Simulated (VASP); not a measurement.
# Li2Nb in VASP: further runs

Runs on Li2Nb. Level: PBE. Tasks: single point.

Everything below comes from runs of VASP 6.6.1. Logs are shortened: lines on timing, memory, paths and dates and some standing lists are left out, and cuts for length are marked.

### 1 The cell of the first run

It takes space group P6/mmm (No. 191, hexagonal). Conventional cell: a = 2.799 Å, b = 2.799 Å, c = 5.626 Å, α = 90.00°, β = 90.00°, γ = 120.00°. Li (site symmetry 6mm) has 1 Li at 1.81 Å and 1 Nb at 1.91 Å within 2.4 Å. Within 2.5 Å of Nb (site symmetry 6/mmm) lie 2 Li at 1.91 Å.

### 2 Single point, PBE (12.73 Å³/atom)

INCAR reads:

```
SYSTEM = Li2Nb
ALGO     = Normal         ! electronic algorithm
EDIFF    = 1E-7           ! SCF threshold, eV
ENCUT    = 520            ! plane-wave cutoff, eV
GGA      = PE             ! functional
ISIF     = 2              ! what is computed and relaxed
ISMEAR   = -1             ! smearing method
LASPH    = .TRUE.         ! aspherical terms in the spheres
LCHARG   = .TRUE.         ! write CHGCAR
LELF     = .TRUE.         ! ELF
LREAL    = .FALSE.        ! projectors in reciprocal space
LVHAR    = .TRUE.       
LWAVE    = .FALSE.        ! write WAVECAR
NBANDS   = 16             ! bands
NELM     = 80             ! most SCF steps
PREC     = Accurate       ! precision mode
SIGMA    = 0.05           ! smearing width, eV
```

KPOINTS reads:

```
k-points
0
G
  11 11 5
  0 0 0
```

POSCAR reads:

```
Li2Nb
1.0
    2.7993462448      0.0000000000      0.0000000000
   -1.3996731224      2.4243049565      0.0000000000
    0.0000000000      0.0000000000      5.6255495056
Li Nb
2 1
Direct
    0.0000000000      0.0000000000      0.1605760300
    0.0000000000      0.0000000000      0.8394239700
    0.0000000000      0.0000000000      0.5000000000
```

Potentials or basis: VASP PAW PBE potentials, release 64 (Li_sv, Nb_sv).

Command:

```
cat potpaw_PBE.64/Li_sv/POTCAR potpaw_PBE.64/Nb_sv/POTCAR > POTCAR
mpirun -np 1 vasp_std > vasp.out
```

OUTCAR:

```text
SYSTEM = Li2Nb
   EDIFF = 1E-7
   ENCUT = 520
   GGA = PE
   ISIF = 2
   ISMEAR = -1
   LASPH = .TRUE.
   LREAL = .FALSE.
   NELM = 80
   PREC = Accurate

 ion  position               nearest neighbor table
   1  0.000  0.000  0.161-   2 1.81   3 1.91
   2  0.000  0.000  0.839-   1 1.81   3 1.91
   3  0.000  0.000  0.500-   1 1.91   2 1.91

  LATTYP: Found a hexagonal cell.
 ALAT       =     2.7993462448
 C/A-ratio  =     2.0095940315

  Lattice vectors:

 A1 = (   2.7993462448,   0.0000000000,   0.0000000000)
 A2 = (  -1.3996731224,   2.4243049565,   0.0000000000)
 A3 = (   0.0000000000,   0.0000000000,   5.6255495056)

Analysis of symmetry for initial positions (statically):
=====================================================================
 Subroutine PRICEL returns:
 Original cell was already a primitive cell.

 Routine SETGRP: Setting up the symmetry group for a
 hexagonal supercell.

 Subroutine GETGRP returns: Found 24 space group operations
 (whereof 24 operations were pure point group operations)
 out of a pool of 24 trial point group operations.

The static configuration has the point symmetry D_6h.

Analysis of symmetry for dynamics (positions and initial velocities):
=====================================================================
 Subroutine PRICEL returns:
 Original cell was already a primitive cell.

 Routine SETGRP: Setting up the symmetry group for a
 hexagonal supercell.

 Subroutine GETGRP returns: Found 24 space group operations
 (whereof 24 operations were pure point group operations)
 out of a pool of 24 trial point group operations.

The dynamic configuration has the point symmetry D_6h.

 Subroutine INISYM returns: Found 24 space group operations
 (whereof 24 operations are pure point group operations),
 and found     1 'primitive' translations

----------------------------------------------------------------------------------------

                                     Primitive cell

  volume of cell :      38.1776

  direct lattice vectors                    reciprocal lattice vectors
     2.799346245  0.000000000  0.000000000     0.357226264  0.206244680  0.000000000
    -1.399673122  2.424304956  0.000000000     0.000000000  0.412489360  0.000000000
     0.000000000  0.000000000  5.625549506     0.000000000  0.000000000  0.177760412

  length of vectors
     2.799346245  2.799346240  5.625549506     0.412489359  0.412489360  0.177760412

  position of ions in fractional coordinates (direct lattice)
     0.000000000  0.000000000  0.160576030
     0.000000000  0.000000000  0.839423970
     0.000000000  0.000000000  0.500000000

  ion indices of the primitive-cell ions
   primitive index   ion index
                 1           1
                 2           2
                 3           3

----------------------------------------------------------------------------------------

 KPOINTS: k-points

Automatic generation of k-mesh.
 Grid dimensions read from file:
 generate k-points for:   11   11    5

 Generating k-lattice:

  Cartesian coordinates                     Fractional coordinates (reciprocal lattice)
     0.032475115  0.018749516  0.000000000     0.090909091  0.000000000  0.000000000
     0.000000000  0.037499033  0.000000000     0.000000000  0.090909091  0.000000000
     0.000000000  0.000000000  0.035552082     0.000000000  0.000000000  0.200000000

  Length of vectors
     0.037499033  0.037499033  0.035552082

  Shift w.r.t. Gamma in fractional coordinates (k-lattice)
     0.000000000  0.000000000  0.000000000

 Subroutine IBZKPT returns following result:
 ===========================================

 Found     48 irreducible k-points:

 Following reciprocal coordinates:
            Coordinates               Weight
  0.000000  0.000000  0.000000      1.000000
  0.090909  0.000000  0.000000      6.000000
  0.181818 -0.000000  0.000000      6.000000
  0.272727  0.000000  0.000000      6.000000
  0.363636  0.000000  0.000000      6.000000
  0.454545  0.000000  0.000000      6.000000
[... 16 lines left out ...]
  0.090909  0.090909  0.200000     12.000000
  0.181818  0.090909  0.200000     24.000000
 [... further k-points ...]
   k-points           NKPTS =     48   k-points in BZ     NKDIM =     48   number of bands    NBANDS=     16
   number of dos      NEDOS =    301   number of ions     NIONS =      3
   total plane-waves  NPLWV =  24192
   dimension x,y,z NGX =    24 NGY =   24 NGZ =   42
   dimension x,y,z NGXF=    48 NGYF=   48 NGZF=   84
   ions per type =               2   1
   NGX,Y,Z   is equivalent  to a cutoff of  14.25, 14.25, 12.41 a.u.
   NGXF,Y,Z  is equivalent  to a cutoff of  28.51, 28.51, 24.82 a.u.
 SYSTEM =  Li2Nb
   PREC   = accura    normal or accurate (medium, high low for compatibility)
   ISTART =      0    job   : 0-new  1-cont  2-samecut
   ICHARG =      2    charge: 1-file 2-atom 10-const
   ISPIN  =      1    spin polarized calculation?
   LNONCOLLINEAR =      F non collinear calculations
   LSORBIT =      F    spin-orbit coupling
   LASPH  =      T    aspherical Exc in radial PAW
   ENCUT  =  520.0 eV  38.22 Ry    6.18 a.u.   5.20  5.20 10.46*2*pi/ulx,y,z
   NELM   =     80;   NELMIN=  2; NELMDL= -5     # of ELM steps
   EDIFF  = 0.1E-06   stopping-criterion for ELM
   LREAL  =      F    real-space projection
   EDIFFG = 0.1E-05   stopping-criterion for IOM
   NSW    =      0    number of steps for IOM
   IBRION =     -1    ionic relax: 0-MD 1-quasi-New 2-CG
   NFREE  =      0    steps in history (QN), initial steepest desc. (CG)
   ISIF   =      2    stress and relaxation
   ISYM   =      2    0-nonsym 1-usesym 2-fastsym
   POTIM  = 0.5000    time-step for ionic-motion
   TEBEG  =    0.0;   TEEND  =   0.0 temperature during run
   PSTRESS=    0.0 pullay stress
   NELECT =      19.0000    total number of electrons
   NUPDOWN=      -1.0000    fix difference up-down
   EMIN   =  10.00;   EMAX   =-10.00  energy-range for DOS
   EFERMI =   0.00;   METHOD = LEGACY
   ISMEAR =    -1;   SIGMA  =   0.05  broadening in eV -4-tet -1-fermi 0-gaus
   EFERMI_NEDOS =   21; number of points for ismear=-14 and -15
   IALGO  =     38    algorithm
   IMIX   =      4    mixing-type and parameters
     AMIX     =   0.40;   BMIX     =  1.00
     AMIX_MAG =   1.60;   BMIX_MAG =  1.00
  volume/ion in A,a.u.               =      12.73        85.88
  Fermi-wavevector in a.u.,A,eV,Ry     =   1.297348  2.451632 22.900120  1.683111
  Thomas-Fermi vector in A             =   2.428746
   LORBIT       =      0    0 simple, 1 ext, 2 COOP (PROOUT), +10 PAW based schemes
   GGA     = PE    functional components
   LHFCALC =     F    Hartree Fock is set to
   AEXX    =    0.0000 exact exchange contribution
   IVDW    =     0    specifies the selected vdW correction
   LEPSILON=     F    determine dielectric tensor
   LRPA    =     F    only Hartree local field effects (RPA)
 non-spin polarized calculation
  energy-cutoff  :      520.00
  volume of cell :       38.18
 maximum number of plane-waves:      1041
 NGX is ok and might be reduce to    24
   NGX = 11   NGY = 11   NGZ = 21

 number of electron      19.0000009 magnetization

 Free energy of the ion-electron system (eV)
  ---------------------------------------------------
  ext. energy  EPLUGINS =         0.00000000
  ---------------------------------------------------
  free energy    TOTEN  =        -8.81185393 eV

  energy without entropy =       -8.79565791  energy(sigma->0) =       -8.80375592

 E-fermi :   7.4371     XC(G=0): -10.5165

 val. band max:        7.4312058139   @ k =   0.2727   0.0000   0.4000
 cond. band min:       7.4522604122   @ k =   0.2727   0.0909   0.2000
 fundamental gap:      0.0210545983
 Fermi energy:         7.4371188004

 k-point     1 :       0.0000    0.0000    0.0000
  band No.  band energies     occupation
      1     -47.5357      2.00000
      2     -40.3665      2.00000
      3     -40.1072      2.00000
      4     -24.1035      2.00000
      5     -22.5387      2.00000
      6     -22.5387      2.00000
[... 8 lines left out ...]
     15      20.1660      0.00000
     16      20.1661      0.00000

 k-point     2 :       0.0909    0.0000    0.0000
  band No.  band energies     occupation
      1     -47.5154      2.00000
      2     -40.3637      2.00000
      3     -40.1047      2.00000
      4     -24.0842      2.00000
      5     -22.6733      2.00000
      6     -22.5685      2.00000
[... 8 lines left out ...]
     15      19.1002      0.00000
     16      19.6148      0.00000

 k-point     3 :       0.1818   -0.0000    0.0000
  band No.  band energies     occupation
      1     -47.4605      2.00000
      2     -40.3559      2.00000
      3     -40.0983      2.00000
      4     -24.0318      2.00000
      5     -23.0248      2.00000
      6     -22.6474      2.00000
[... 8 lines left out ...]
     15      16.9494      0.00000
     16      18.5359      0.00000

 k-point     4 :       0.2727    0.0000    0.0000
  band No.  band energies     occupation
      1     -47.3877      2.00000
      2     -40.3457      2.00000
      3     -40.0899      2.00000
      4     -23.9625      2.00000
      5     -23.4664      2.00000
      6     -22.7491      2.00000
[... 8 lines left out ...]
     15      14.7115      0.00000
     16      17.5116      0.00000

 k-point     5 :       0.3636    0.0000    0.0000
  band No.  band energies     occupation
      1     -47.3197      2.00000
      2     -40.3363      2.00000
      3     -40.0819      2.00000
      4     -23.8979      2.00000
      5     -23.8559      2.00000
      6     -22.8409      2.00000
[... 8 lines left out ...]
     15      12.9470      0.00000
     16      16.6415      0.00000

 k-point     6 :       0.4545    0.0000    0.0000
  band No.  band energies     occupation
      1     -47.2789      2.00000
      2     -40.3308      2.00000
      3     -40.0773      2.00000
      4     -24.0808      2.00000
      5     -23.8591      2.00000
      6     -22.8947      2.00000
[... 8 lines left out ...]
     15      13.6718      0.00000
     16      15.4124      0.00000
[... 267 lines left out ...]
 k-point    21 :       0.3636    0.0000    0.2000
  band No.  band energies     occupation
      1     -47.3195      2.00000
      2     -40.3657      2.00000
      3     -40.0520      2.00000
      4     -23.9003      2.00000
      5     -23.8559      2.00000
      6     -22.8409      2.00000
[... 8 lines left out ...]
     15      13.5057      0.00000
     16      16.0929      0.00000

 k-point    22 :       0.4545    0.0000    0.2000
  band No.  band energies     occupation
      1     -47.2786      2.00000
      2     -40.3600      2.00000
      3     -40.0475      2.00000
      4     -24.0808      2.00000
      5     -23.8615      2.00000
      6     -22.8947      2.00000
[... 8 lines left out ...]
     15      14.0925      0.00000
     16      15.6783      0.00000

 k-point    23 :       0.0909    0.0909    0.2000
  band No.  band energies     occupation
      1     -47.4775      2.00000
      2     -40.3882      2.00000
      3     -40.0697      2.00000
      4     -24.0508      2.00000
      5     -22.9075      2.00000
      6     -22.6316      2.00000
[... 8 lines left out ...]
     15      17.8756      0.00000
     16      18.3504      0.00000

 k-point    24 :       0.1818    0.0909    0.2000
  band No.  band energies     occupation
      1     -47.4136      2.00000
      2     -40.3790      2.00000
      3     -40.0625      2.00000
      4     -23.9899      2.00000
      5     -23.2827      2.00000
      6     -22.7434      2.00000
[... 8 lines left out ...]
     15      15.9227      0.00000
     16      17.1691      0.00000

 [... further k-points ...]

------------------------ aborting loop because EDIFF is reached ----------------------------------------

  FORCE on cell =-STRESS in cart. coord.  units (eV):
  Direction    XX          YY          ZZ          XY          YZ          ZX
  --------------------------------------------------------------------------------------
  -------------------------------------------------------------------------------------
  Total       -0.5991806     -0.5991806     22.9352574      0.0000000     -0.0000000      0.0000000
  in kB      -25.1454571    -25.1454570    962.5102936      0.0000000     -0.0000000      0.0000000
  external PRESSURE =     304.0731265 kB  Pullay stress =       0.0000000 kB

 VOLUME and BASIS-vectors are now :
 -----------------------------------------------------------------------------
  energy-cutoff  :      520.00
  volume of cell :       38.18
      direct lattice vectors                 reciprocal lattice vectors
     2.799346245  0.000000000  0.000000000     0.357226264  0.206244680  0.000000000
    -1.399673122  2.424304956  0.000000000     0.000000000  0.412489360  0.000000000
     0.000000000  0.000000000  5.625549506     0.000000000  0.000000000  0.177760412

 POSITION                                       TOTAL-FORCE (eV/Angst)
 -----------------------------------------------------------------------------------
      0.00000      0.00000      0.90333        -0.000000     -0.000000     -3.327105
      0.00000      0.00000      4.72222         0.000000      0.000000      3.327105
      0.00000      0.00000      2.81277        -0.000000     -0.000000      0.000000
 -----------------------------------------------------------------------------------
    total drift:                                0.000000     -0.000000      0.000000

  FREE ENERGIE OF THE ION-ELECTRON SYSTEM (eV)
  ---------------------------------------------------
  free  energy   TOTEN  =        -8.8118539290 eV

  energy  without entropy=       -8.7956579095  energy(sigma->0) =       -8.80375592
```

Run time: 26 s. Hardware: 1 thread of Intel Xeon Platinum 8259CL at 2.50GHz (Skylake/Cascade Lake), shared host; peak memory 0.17 GiB.

What came out:

| Item | Value |
| --- | --- |
| Free energy | -8.8119 eV |
| Largest force | 3.327 eV/Å |
| Band gap on the k mesh | zero (an odd number of electrons rules out a gap without spin polarisation) |

Forces in eV/Å, atoms in the order of the input:
```
Li   0.000  0.000 -3.327
Li   0.000  0.000  3.327
Nb   0.000  0.000  0.000
```

Levels at points of the mesh, in eV from the Fermi level:
| k point | band 7 | band 8 | band 9 | band 10 | band 11 | band 12 | band 13 | band 14 |
| --- | --- | --- | --- | --- | --- | --- | --- | --- |
| (0.00, 0.00, 0.00) | -5.43 | -2.67 | -0.77 | -0.20 | 0.48 | 0.48 | 2.74 | 2.74 |

Caveat: the cutoff is under 1.25 times the usual one of these potentials, so pressure, stress and relaxed cells hold a basis-set (Pulay) error; atoms lie so close that the PAW spheres overlap strongly, which falsifies energies and pressures; forces of over 1 eV/Å act on the atoms, so gaps and moduli don't describe the material at rest.

(Part 1 of 2 ends here.)
